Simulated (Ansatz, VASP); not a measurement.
## Ru in VASP and in Ansatz

Contents of POSCAR:

```
Ru
1.0
    2.7059477279      0.0000000000      0.0000000000
   -1.3529738639      2.3434194737      0.0000000000
    0.0000000000      0.0000000000      4.2579056513
Ru
2
Direct
    0.3333333333      0.6666666667      0.2500000000
    0.6666666667      0.3333333333      0.7500000000
```

File INCAR.step1:

```
PREC = Accurate
ENCUT = 520
ISMEAR = 0
SIGMA = 0.01
LREAL = F
LASPH = T
NELM = 100
NBANDS = 21
GGA = PE
ALGO = Normal
EDIFF = 1E-4
LWAVE = T
LCHARG = F
```

The input INCAR.step2:

```
PREC = Accurate
ENCUT = 520
EDIFF = 1E-7
ISMEAR = 0
SIGMA = 0.01
LREAL = F
LASPH = T
NELM = 100
ALGO = Normal
ISIF = 2
LWAVE = F
LCHARG = F
METAGGA = R2SCAN
LMIXTAU = T
NBANDS = 21
ISTART = 1
```

KPOINTS

```
regular mesh
0
Gamma
  13 13 8
```

Input for Ansatz:

```yaml
crystal:
  lattice:
    - [2.7059477279, 0.0, 0.0]
    - [-1.3529738639, 2.3434194737, 0.0]
    - [0.0, 0.0, 4.2579056513]
  atoms:
    - { symbol: Ru, position: [0.3333333333, 0.6666666667, 0.25] }
    - { symbol: Ru, position: [0.6666666667, 0.3333333333, 0.75] }
hamiltonian:
  xc: r2scan
  pseudopotentials:
    kind: paw
    azcp:
      Ru: "pseudopotentials/Ru.paw.azcp"
basis:
  ecutwfc: 500
  fft_grid_basis: typed
kpoints:
  mp_grid: { grid: [13, 13, 8], shift: [0, 0, 0] }
magnetization:
  spin_polarized: false
scf:
  occupations: { method: gaussian, width: 0.01 }
  lower_state_search: "off"
output:
  stress: true
```

Alike in both runs: task single point; functional r2SCAN; k mesh 13 × 13 × 8; occupations gaussian, width 0.01 eV; no spin polarisation.

|  | VASP | Ansatz |
| --- | --- | --- |
| version | VASP 6.6.1 | Ansatz 0.2.0 |
| potentials or method | VASP PAW PBE potentials, release 64 (Ru_pv), cutoff 520 eV | plane waves (500 eV) with PAW, scalar-relativistic |
| valence electrons in the cell | 28 | 32 |

Ansatz gave:

* pressure (GPa): -0.2
* traceless stress, the component that is largest in VASP (GPa): -0.31

Question: Which values does VASP return?

Answer: Pressure (GPa): 1.3; traceless stress, the component that is largest in VASP (GPa): -0.20.

VASP's potentials were made for PBE, not for r2SCAN. VASP's potentials hold 28 valence electrons a cell and Ansatz's 32, so a difference there can come from the potentials and not from the codes.
